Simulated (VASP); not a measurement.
C: single point with BLYP+D3(BJ)

C:

```
C
1.0
     0.00000    1.74696    1.74696
     1.74696    0.00000    1.74696
     1.74696    1.74696    0.00000
C
2
Cartesian
  2.6204 2.6204 2.6204
  1.7470 1.7470 1.7470
```

```yaml
Program: VASP 6.6.1
Task: single point
Functional: BLYP
Dispersion: D3(BJ)
Potentials_or_basis: VASP PAW PBE potentials, release 64 (C)
Cutoff: 520 eV
k_mesh: 13 × 13 × 13
Occupations: fermi-dirac, width 0.05 eV
Spin: no spin polarisation
Dipole_correction: no
Further_INCAR_settings: ALGO = Normal; EDIFF = 1e-06; NBANDS = 11
```

```json
{
 "Pressure": "31.3 GPa",
 "Band gap on the k mesh": "4.63 eV, indirect (least direct gap 5.93 eV)",
 "Dispersion energy per atom": "-0.392 eV"
}
```

Levels at points of the mesh, in eV from the valence-band top:
```tsv
k point	band 2	band 3	band 4	band 5	band 6	band 7
(0.00, 0.00, 0.00)	0.00	0.00	0.00	5.93	5.93	5.93
```

Run time: 5.1 s on 1 thread of Intel(R) Xeon(R) 6975P-C (Granite Rapids) (shared host), peak memory 0.13 GiB.

Caveat: the PAW data sets were made with another functional, which shifts forces and pressure a little. A k mesh can miss the band edges.
